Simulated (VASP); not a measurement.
A run of VASP 6.6.1:

The input INCAR:

```
ALGO = Normal ; EDIFF = 1E-6
ENCUT = 520 ; GGA = PE
ISIF = 2 ; ISMEAR = -1
LASPH = T ; LCHARG = F
LREAL = F ; LWAVE = F
NBANDS = 20 ; NELM = 100
PREC = Accurate ; SIGMA = 0.08
```

The input KPOINTS:

```
k-points
0
Gamma
  17 17 17
```

File POSCAR:

```
Ga
1.0
   -2.0063238514      2.0063238514      1.0493173709
    2.0063238514     -2.0063238514      1.0493173709
    2.0063238514      2.0063238514     -1.0493173709
Ga
2
Direct
   -0.3750000000     -0.1250000000     -0.2500000000
    0.3750000000      0.1250000000      0.2500000000
```

Potentials or basis: VASP PAW PBE potentials, release 64 (Ga_d).

The run is started by

```console
$ cat potpaw_PBE.64/Ga_d/POTCAR > POTCAR
$ mpirun -np 1 vasp_std > vasp.out
```

Hardware: 1 thread of AMD EPYC 9R45 96-Core Processor (Zen 5), with other jobs on the host.

Q: Estimate the wall time of this run.

A: It took 73 s on 1 thread of AMD EPYC 9R45 96-Core Processor (Zen 5), on a shared host, peak memory 0.2 GiB. Counts: scf iterations 12, k points 405.
